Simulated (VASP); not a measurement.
Set up this calculation in VASP 6.6.1, as the native input.

- Task: single point
- Functional: PBE
- Potentials or basis: VASP PAW PBE potentials, release 64 (Al, Os, C, N)
- Cutoff: 520 eV
- k mesh: 4 × 4 × 4
- Occupations: gaussian, width 0.1 eV
- Spin: collinear spin, ferromagnetic start
- Starting moments: [0.0, 1.0, 0.0, 0.0, 0.0, 0.0, 0.0, 0.0, 0.0, 0.0] μB
- Dipole correction: no
- Further INCAR settings: ALGO = Normal; EDIFF = 1e-07; NBANDS = 38

The structure of AlOsC4N4 lies in POSCAR:

```
AlOsC4N4
1.0
    5.8081437100      0.0000000000      0.0000000000
    0.0000000000      5.8081437100      0.0000000000
    0.0000000000      0.0000000000      5.8081437100
Al Os C N
1 1 4 4
Direct
    0.0000000000      0.0000000000      0.0000000000
    0.5000000000      0.5000000000      0.5000000000
    0.1863817100      0.1863817100      0.1863817100
    0.1863817100      0.8136182900      0.8136182900
    0.8136182900      0.1863817100      0.8136182900
    0.8136182900      0.8136182900      0.1863817100
    0.3026839000      0.3026839000      0.3026839000
    0.3026839000      0.6973161000      0.6973161000
    0.6973161000      0.3026839000      0.6973161000
    0.6973161000      0.6973161000      0.3026839000
```

One way to write it, as run:

INCAR

```
ALGO = Normal ; EDIFF = 1E-7
ENCUT = 520 ; GGA = PE
ISIF = 2 ; ISMEAR = 0
ISPIN = 2 ; LASPH = True
LCHARG = False ; LMAXMIX = 4
LORBIT = 11 ; LREAL = False
LWAVE = False ; MAGMOM = 0 1 0 0 0 0 0 0 0 0
NBANDS = 38 ; NELM = 150
PREC = Accurate ; SIGMA = 0.1
```

KPOINTS

```
k-points
0
Gamma
  4 4 4
```

Potentials or basis: VASP PAW PBE potentials, release 64 (Al, Os, C, N).

Command:

```console
$ cat potpaw_PBE.64/Al/POTCAR potpaw_PBE.64/Os/POTCAR potpaw_PBE.64/C/POTCAR potpaw_PBE.64/N/POTCAR > POTCAR
$ mpirun -np 1 vasp_std > vasp.out
```

It gave:

The pressure is 4.3 GPa and the largest force is 1.319 eV/Å. The band gap on the k mesh is 0.23 eV, indirect (least direct gap 0.63 eV), the net moment is 2.99 μB per cell and the site moments are Al -0.00; Os +1.74; C +0.11; N -0.01 μB. The valence electrons inside the program's atomic spheres are Al 0.89; Os 7.26; C 2.66; N 3.88.

Caveat: spin-orbit coupling is left out, which moves the levels of the heavy elements; forces of over 1 eV/Å act on the atoms, so gaps and moduli don't describe the material at rest.

It took 2.3 min on 1 thread of Intel(R) Xeon(R) Platinum 8488C (Sapphire Rapids), with other jobs on the host, peak memory 0.46 GiB.
